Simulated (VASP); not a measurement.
Here is a VASP 6.6.1 calculation.

Contents of INCAR:

```
SYSTEM = Pd
AGGAC = 1.0 ; AGGAX = 1.0
ALDAC = 0.0 ; ALDAX = 1.0
ALGO = Normal ; EDIFF = 1E-6
EDIFFG = -0.01 ; ENCUT = 600
GGA = B5 ; IBRION = 2
ISIF = 3 ; ISMEAR = -1
ISPIN = 2 ; LASPH = .True.
LCHARG = .False. ; LMAXMIX = 4
LORBIT = 11 ; LREAL = .False.
LWAVE = .False. ; MAGMOM = 0.5 -0.5
NELM = 150 ; NSW = 80
PREC = Accurate ; SIGMA = 0.05
```

Contents of KPOINTS:

```
k-points
0
Gamma
  13 13 7
  0 0 0
```

File POSCAR:

```
Pd
1.0
    2.7505001182      0.0000000000      0.0000000000
   -1.3752500591      2.3820029755      0.0000000000
    0.0000000000      0.0000000000      4.4915666931
Pd
2
Direct
    0.3333333333      0.6666666667      0.2500000000
    0.6666666667      0.3333333333      0.7500000000
```

Potentials or basis: VASP PAW PBE potentials, release 64 (Pd).

Command:

```sh
$ cat potpaw_PBE.64/Pd/POTCAR > POTCAR
$ mpirun -np 1 vasp_std > vasp.out
```

Estimate the relaxed cell.

a = 2.825 Å, b = 2.825 Å, c = 4.763 Å, α = 90.00°, β = 90.00°, γ = 120.00°.

What does it give for the relaxed volume?

16.46 Å³/atom.

What does it give for the band gap on the k mesh?

Zero (filled and empty bands overlap).

What does it give for the net moment?

0.00 μB per cell.

Final structure:
```xyz
2
Lattice="2.8250 0.0000 0.0000 -1.4125 2.4465 0.0000 0.0000 0.0000 4.7626" Properties=species:S:1:pos:R:3 pbc="T T T"
Pd    0.0000    1.6310    1.1907
Pd    1.4125    0.8155    3.5720
```

Caveat: the PAW data sets were made with another functional, which shifts forces and pressure a little.
